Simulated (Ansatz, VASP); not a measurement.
**Two plane-wave programs on O**

```xyz
2
Lattice="9.0000 0.0000 0.0000 0.0000 9.2000 0.0000 0.0000 0.0000 10.2000" Properties=species:S:1:pos:R:3 pbc="T T T"
O     4.5000    4.6000    4.4900
O     4.5000    4.6000    5.7100
```

Alike in both runs: task relaxation of the atoms; functional r2SCAN; k mesh 1 × 1 × 1; occupations fermi-dirac, width 0.01 eV; collinear spin.

```csv
,VASP,Ansatz
version,VASP 6.6.1,Ansatz 0.2.0
potentials or method,"VASP PAW PBE potentials, release 64 (O)","PAW with Ansatz's default frozen-core files, scalar-relativistic"
plane-wave cutoff (eV),520,500
valence electrons in the cell,12,12
```

Ansatz gave:

- gap on the k mesh at the Fermi level, each at its own relaxed structure (eV): 3.41
- net moment per atom (μB): 1.00
- size of the moment on the site where the two differ most (μB): 0.57

Q: Estimate VASP's values.

A: gap on the k mesh at the Fermi level, each at its own relaxed structure (eV): 3.44; net moment per atom (μB): 1.00; size of the moment on the site where the two differ most (μB): 0.83.

VASP's potentials were made for PBE, not for r2SCAN. Site moments also hang on the region over which each program counts them. Ansatz's warnings: end state compared, stress scf threshold loose, xc potential rough in thin density.

Noted on VASP's run: the standard files for N, O and F lose accuracy on very short bonds.
